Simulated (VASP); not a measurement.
# Sb (Pm-3m) in VASP: a series of runs

The runs below take Sb through single point, with PBEsol.

Program: VASP 6.6.1. These are calculated values, not measurements. Logs are shortened: lines on timing, memory, paths and dates and some standing lists are left out, and cuts for length are marked.

## Step 1: The cell of the first run

The structure is cubic, space group Pm-3m (No. 221). The conventional cell has a = 3.051 Å, b = 3.051 Å, c = 3.051 Å, α = 90.00°, β = 90.00°, γ = 90.00°. Within 4.0 Å of Sb (site symmetry m-3m) lie 6 Sb at 3.05 Å.

## Step 2: Single point, PBEsol

INCAR reads:

```
ALGO = Normal
EDIFF = 1E-6
ENCUT = 520
GGA = PS
ISIF = 2
ISMEAR = -1
LASPH = T
LCHARG = F
LREAL = F
LWAVE = F
NBANDS = 8
NELM = 60
PREC = Accurate
SIGMA = 0.05
```

KPOINTS reads:

```
k-points
0
Gamma
  7 7 7
```

POSCAR reads:

```
Sb
1.0
    3.0509464554      0.0000000000      0.0000000000
    0.0000000000      3.0509464554      0.0000000000
    0.0000000000      0.0000000000      3.0509464554
Sb
1
Direct
    0.0000000000      0.0000000000      0.0000000000
```

Potentials or basis: VASP PAW PBE potentials, release 64 (Sb).

Command:

```console
> cat potpaw_PBE.64/Sb/POTCAR > POTCAR
> mpirun -np 1 vasp_std > vasp.out
```

OUTCAR:

```text
EDIFF = 1E-6
   ENCUT = 520
   GGA = PS
   ISIF = 2
   ISMEAR = -1
   LASPH = T
   LREAL = F
   NELM = 60
   PREC = Accurate

 ion  position               nearest neighbor table
   1  0.000  0.000  0.000-

  LATTYP: Found a simple cubic cell.
 ALAT       =     3.0509464554

  Lattice vectors:

 A1 = (   3.0509464554,   0.0000000000,   0.0000000000)
 A2 = (   0.0000000000,   3.0509464554,   0.0000000000)
 A3 = (   0.0000000000,   0.0000000000,   3.0509464554)

Analysis of symmetry for initial positions (statically):
=====================================================================
 Subroutine PRICEL returns:
 Original cell was already a primitive cell.

 Routine SETGRP: Setting up the symmetry group for a
 simple cubic supercell.

 Subroutine GETGRP returns: Found 48 space group operations
 (whereof 48 operations were pure point group operations)
 out of a pool of 48 trial point group operations.

The static configuration has the point symmetry O_h .

Analysis of symmetry for dynamics (positions and initial velocities):
=====================================================================
 Subroutine PRICEL returns:
 Original cell was already a primitive cell.

 Routine SETGRP: Setting up the symmetry group for a
 simple cubic supercell.

 Subroutine GETGRP returns: Found 48 space group operations
 (whereof 48 operations were pure point group operations)
 out of a pool of 48 trial point group operations.

The dynamic configuration has the point symmetry O_h .

 Subroutine INISYM returns: Found 48 space group operations
 (whereof 48 operations are pure point group operations),
 and found     1 'primitive' translations

----------------------------------------------------------------------------------------

                                     Primitive cell

  volume of cell :      28.3990

  direct lattice vectors                    reciprocal lattice vectors
     3.050946455  0.000000000  0.000000000     0.327767142  0.000000000  0.000000000
     0.000000000  3.050946455  0.000000000     0.000000000  0.327767142  0.000000000
     0.000000000  0.000000000  3.050946455     0.000000000  0.000000000  0.327767142

  length of vectors
     3.050946455  3.050946455  3.050946455     0.327767142  0.327767142  0.327767142

  position of ions in fractional coordinates (direct lattice)
     0.000000000  0.000000000  0.000000000

  ion indices of the primitive-cell ions
   primitive index   ion index
                 1           1
[... 68 lines left out ...]
   LREAL  =      F    real-space projection
   EDIFFG = 0.1E-04   stopping-criterion for IOM
   NSW    =      0    number of steps for IOM
   IBRION =     -1    ionic relax: 0-MD 1-quasi-New 2-CG
   NFREE  =      0    steps in history (QN), initial steepest desc. (CG)
   ISIF   =      2    stress and relaxation
   ISYM   =      2    0-nonsym 1-usesym 2-fastsym
   POTIM  = 0.5000    time-step for ionic-motion
   TEBEG  =    0.0;   TEEND  =   0.0 temperature during run
   PSTRESS=    0.0 pullay stress
   NELECT =       5.0000    total number of electrons
   NUPDOWN=      -1.0000    fix difference up-down
   EMIN   =  10.00;   EMAX   =-10.00  energy-range for DOS
   EFERMI =   0.00;   METHOD = LEGACY
   ISMEAR =    -1;   SIGMA  =   0.05  broadening in eV -4-tet -1-fermi 0-gaus
   EFERMI_NEDOS =   21; number of points for ismear=-14 and -15
   IALGO  =     38    algorithm
   IMIX   =      4    mixing-type and parameters
     AMIX     =   0.40;   BMIX     =  1.00
     AMIX_MAG =   1.60;   BMIX_MAG =  1.00
  volume/ion in A,a.u.               =      28.40       191.65
  Fermi-wavevector in a.u.,A,eV,Ry     =   0.917551  1.733920 11.454744  0.841900
  Thomas-Fermi vector in A             =   2.042533
   LORBIT       =      0    0 simple, 1 ext, 2 COOP (PROOUT), +10 PAW based schemes
   GGA     = PS    functional components
   LHFCALC =     F    Hartree Fock is set to
   AEXX    =    0.0000 exact exchange contribution
   IVDW    =     0    specifies the selected vdW correction
   LEPSILON=     F    determine dielectric tensor
   LRPA    =     F    only Hartree local field effects (RPA)
 non-spin polarized calculation
  energy-cutoff  :      520.00
  volume of cell :       28.40
 maximum number of plane-waves:       776
 NGX is ok and might be reduce to    24
   NGX = 11   NGY = 11   NGZ = 11

 number of electron       4.9999999 magnetization

 Free energy of the ion-electron system (eV)
  ---------------------------------------------------
  ext. energy  EPLUGINS =         0.00000000
  ---------------------------------------------------
  free energy    TOTEN  =        -4.56337456 eV

  energy without entropy =       -4.55894585  energy(sigma->0) =       -4.56116020

 E-fermi :   7.4608     XC(G=0):  -9.9593

 val. band max:        7.1132776331   @ k =   0.4286   0.2857   0.1429
 cond. band min:       7.5120833020   @ k =   0.4286   0.2857   0.2857
 fundamental gap:      0.3988056689
 Fermi energy:         7.4608204462

 k-point     1 :       0.0000    0.0000    0.0000
  band No.  band energies     occupation
      1      -5.1670      2.00000
      2      11.0084      0.00000
      3      11.0084      0.00000
      4      11.0084      0.00000
      5      14.6242      0.00000
      6      14.6242      0.00000
      7      16.0636      0.00000
      8      25.6385      0.00000
[... 199 lines left out ...]
 k-point    20 :       0.4286    0.4286    0.4286
  band No.  band energies     occupation
      1       2.2262      2.00000
      2       5.9619      2.00000
      3       5.9619      2.00000
      4       6.5855      2.00000
      5      12.2462      0.00000
      6      12.7983      0.00000
      7      12.7983      0.00000
      8      15.8279      0.00000

------------------------ aborting loop because EDIFF is reached ----------------------------------------

  FORCE on cell =-STRESS in cart. coord.  units (eV):
  Direction    XX          YY          ZZ          XY          YZ          ZX
  --------------------------------------------------------------------------------------
  -------------------------------------------------------------------------------------
  Total        0.1575954      0.1575954      0.1575954     -0.0000000     -0.0000000      0.0000000
  in kB        8.8909971      8.8909971      8.8909971     -0.0000000     -0.0000000      0.0000000
  external PRESSURE =       8.8909971 kB  Pullay stress =       0.0000000 kB

 VOLUME and BASIS-vectors are now :
 -----------------------------------------------------------------------------
  energy-cutoff  :      520.00
  volume of cell :       28.40
      direct lattice vectors                 reciprocal lattice vectors
     3.050946455  0.000000000  0.000000000     0.327767142  0.000000000  0.000000000
     0.000000000  3.050946455  0.000000000     0.000000000  0.327767142  0.000000000
     0.000000000  0.000000000  3.050946455     0.000000000  0.000000000  0.327767142

 POSITION                                       TOTAL-FORCE (eV/Angst)
 -----------------------------------------------------------------------------------
      0.00000      0.00000      0.00000         0.000000      0.000000      0.000000
 -----------------------------------------------------------------------------------
    total drift:                               -0.000000      0.000000      0.000000

  FREE ENERGIE OF THE ION-ELECTRON SYSTEM (eV)
  ---------------------------------------------------
  free  energy   TOTEN  =        -4.5633745559 eV

  energy  without entropy=       -4.5589458468  energy(sigma->0) =       -4.56116020
```

OSZICAR:

```text
N       E                     dE             d eps       ncg     rms          rms(c)
DAV:   1     0.435452704256E+01    0.43545E+01   -0.16406E+03   320   0.393E+02
DAV:   2    -0.447334950384E+01   -0.88279E+01   -0.86096E+01   480   0.507E+01
DAV:   3    -0.456568067107E+01   -0.92331E-01   -0.92230E-01   376   0.615E+00
DAV:   4    -0.456601750940E+01   -0.33684E-03   -0.33684E-03   488   0.404E-01
DAV:   5    -0.456601885395E+01   -0.13445E-05   -0.13441E-05   416   0.177E-02    0.204E+00
DAV:   6    -0.456445114065E+01    0.15677E-02   -0.17312E-04   504   0.112E-01    0.122E+00
DAV:   7    -0.456335905187E+01    0.10921E-02   -0.53239E-04   360   0.178E-01    0.566E-02
DAV:   8    -0.456337361286E+01   -0.14561E-04   -0.16880E-05   456   0.269E-02    0.468E-03
DAV:   9    -0.456337455594E+01   -0.94308E-06   -0.65857E-07   408   0.537E-03
   1 F= -.45633746E+01 E0= -.45611602E+01  d E =-.442871E-02
```

stdout:

```text
POSCAR found type information on POSCAR Sb
 POSCAR found :  1 types and       1 ions
 scaLAPACK will be used
 -----------------------------------------------------------------------------
|                                                                             |
|                                                                             |
|     You enforced a specific xc type in the INCAR file but a different       |
|     I HOPE YOU KNOW WHAT YOU ARE DOING!                                     |
|                                                                             |
 -----------------------------------------------------------------------------

 LDA part: xc-table for (Slater+PW92), standard interpolation
 POSCAR, INCAR and KPOINTS ok, starting setup
 FFT: planning ... GRIDC
 FFT: planning ... GRID_SOFT
 FFT: planning ... GRID
 WAVECAR not read
 entering main loop
```

Wall time 2 s (1 thread of Intel Xeon Platinum 8481C at 2.70GHz (Sapphire Rapids), shared host); peak memory 0.13 GiB.

Results:

```yaml
Free_energy: -4.5634 eV
Pressure: 0.9 GPa
```

Caveat: the PAW data sets were made with another functional, which shifts forces and pressure a little; spin-orbit coupling is left out, which moves the levels of the heavy elements.

## Step 3: Single point, PBEsol

This run uses another cell than the first one, of 29.19 Å³/atom, 1.028 times its volume.

INCAR reads:

```
PREC = Accurate ; ENCUT = 520
EDIFF = 1E-7 ; ISMEAR = -1
SIGMA = 0.05 ; LREAL = F
LASPH = T ; NELM = 100
ALGO = Normal ; ISIF = 2
LWAVE = F ; LCHARG = T
GGA = PS ; LELF = T
LVHAR = T ; NBANDS = 8
```

KPOINTS reads:

```
regular mesh
0
Gamma
  7 7 7
```

POSCAR reads:

```
Sb
1.0
    3.0789383534      0.0000000000      0.0000000000
    0.0000000000      3.0789383534      0.0000000000
    0.0000000000      0.0000000000      3.0789383534
Sb
1
Direct
    0.0000000000      0.0000000000      0.0000000000
```

Potentials or basis: VASP PAW PBE potentials, release 64 (Sb).

Command:

```console
> cat potpaw_PBE.64/Sb/POTCAR > POTCAR
> mpirun -np 1 vasp_std > vasp.out
```

OUTCAR:

```text
PREC = Accurate
   ENCUT = 520
   EDIFF = 1E-7
   ISMEAR = -1
   LREAL = F
   LASPH = T
   NELM = 100
   ISIF = 2
   GGA = PS

 ion  position               nearest neighbor table
   1  0.000  0.000  0.000-

  LATTYP: Found a simple cubic cell.
 ALAT       =     3.0789383534

  Lattice vectors:

 A1 = (   3.0789383534,   0.0000000000,   0.0000000000)
 A2 = (   0.0000000000,   3.0789383534,   0.0000000000)
[... 392 lines left out ...]
      6      12.4715      0.00000
      7      12.4715      0.00000
      8      15.4979      0.00000

------------------------ aborting loop because EDIFF is reached ----------------------------------------

  FORCE on cell =-STRESS in cart. coord.  units (eV):
  Direction    XX          YY          ZZ          XY          YZ          ZX
  --------------------------------------------------------------------------------------
  -------------------------------------------------------------------------------------
  Total       -0.1665497     -0.1665497     -0.1665497      0.0000000      0.0000000      0.0000000
  in kB       -9.1422132     -9.1422132     -9.1422132      0.0000000      0.0000000      0.0000000
  external PRESSURE =      -9.1422132 kB  Pullay stress =       0.0000000 kB

 VOLUME and BASIS-vectors are now :
 -----------------------------------------------------------------------------
  energy-cutoff  :      520.00
  volume of cell :       29.19
      direct lattice vectors                 reciprocal lattice vectors
     3.078938353  0.000000000  0.000000000     0.324787276  0.000000000  0.000000000
     0.000000000  3.078938353  0.000000000     0.000000000  0.324787276  0.000000000
     0.000000000  0.000000000  3.078938353     0.000000000  0.000000000  0.324787276

 POSITION                                       TOTAL-FORCE (eV/Angst)
 -----------------------------------------------------------------------------------
      0.00000      0.00000      0.00000         0.000000      0.000000      0.000000
 -----------------------------------------------------------------------------------
    total drift:                               -0.000000      0.000000      0.000000

  FREE ENERGIE OF THE ION-ELECTRON SYSTEM (eV)
  ---------------------------------------------------
  free  energy   TOTEN  =        -4.5631805683 eV

  energy  without entropy=       -4.5585612087  energy(sigma->0) =       -4.56087089
```

OSZICAR:

```text
N       E                     dE             d eps       ncg     rms          rms(c)
DAV:   1     0.536312446312E+01    0.53631E+01   -0.15138E+03   320   0.388E+02
DAV:   2    -0.443610201666E+01   -0.97992E+01   -0.93715E+01   456   0.522E+01
DAV:   3    -0.456455181076E+01   -0.12845E+00   -0.12845E+00   376   0.684E+00
DAV:   4    -0.456516125420E+01   -0.60944E-03   -0.60944E-03   504   0.607E-01
DAV:   5    -0.456516392262E+01   -0.26684E-05   -0.26687E-05   392   0.251E-02    0.193E+00
DAV:   6    -0.456401481505E+01    0.11491E-02   -0.22987E-04   464   0.117E-01    0.115E+00
DAV:   7    -0.456316625830E+01    0.84856E-03   -0.66274E-04   360   0.184E-01    0.591E-02
DAV:   8    -0.456317963083E+01   -0.13373E-04   -0.21521E-05   448   0.313E-02    0.466E-03
DAV:   9    -0.456318058110E+01   -0.95026E-06   -0.69168E-07   432   0.559E-03    0.151E-03
DAV:  10    -0.456318056828E+01    0.12812E-07   -0.13408E-07   400   0.209E-03
   1 F= -.45631806E+01 E0= -.45608709E+01  d E =-.461936E-02
```

stdout:

```text
POSCAR found type information on POSCAR Sb
 POSCAR found :  1 types and       1 ions
 scaLAPACK will be used
 -----------------------------------------------------------------------------
|                                                                             |
|                                                                             |
|     You enforced a specific xc type in the INCAR file but a different       |
|     I HOPE YOU KNOW WHAT YOU ARE DOING!                                     |
|                                                                             |
 -----------------------------------------------------------------------------

 LDA part: xc-table for (Slater+PW92), standard interpolation
 POSCAR, INCAR and KPOINTS ok, starting setup
 FFT: planning ... GRIDC
 FFT: planning ... GRID_SOFT
 FFT: planning ... GRID
 WAVECAR not read
 entering main loop
```

It took 2.4 s on 1 thread of Intel Xeon Platinum 8481C at 2.70GHz (Sapphire Rapids), shared host; peak memory 0.13 GiB.

Results:

```yaml
Free_energy: -4.5632 eV
Pressure: -0.9 GPa
```

Caveat: the PAW data sets were made with another functional, which shifts forces and pressure a little; spin-orbit coupling is left out, which moves the levels of the heavy elements.

(Part 1 of 2 ends here.)
